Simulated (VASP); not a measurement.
A run of VASP 6.6.1 is set up as follows.

INCAR

```
SYSTEM = Ti
ALGO = Fast
EDIFF = 1E-6
ENCUT = 520
GGA = PS
ISIF = 2
ISMEAR = 0
LASPH = .True.
LCHARG = .True.
LELF = .True.
LREAL = .False.
LVHAR = .True.
LWAVE = .False.
NBANDS = 19
NELM = 60
PREC = Accurate
SIGMA = 0.15
```

File KPOINTS:

```
k-points
0
Gamma
  14 14 14
  0 0 0
```

File POSCAR:

```
Ti
1.0
    0.0000000000     -3.2099008398      0.0000000000
   -3.2099008398      0.0000000000      0.0000000000
    0.0000000000      0.0000000000     -3.2099008398
Ti
2
Direct
    0.5229290572      0.5573226430      0.5000000000
   -0.0229290572     -0.0573226430      0.0000000000
```

Potentials or basis: VASP PAW PBE potentials, release 64 (Ti_sv).

Command:

```console
$ cat potpaw_PBE.64/Ti_sv/POTCAR > POTCAR
$ mpirun -np 1 vasp_std > vasp.out
```

(1) Estimate the largest force.

(2) Estimate the pressure.

(3) Predict the band gap on the k mesh.

Results:

(1) 2.041 eV/Å.

(2) 2.8 GPa.

(3) zero (bands 12 and 13 overlap by 1.38 eV).

Caveat: the cell differs from its parent crystal (atoms displaced along a vibrational mode); the PAW data sets were made with another functional, which shifts forces and pressure a little.
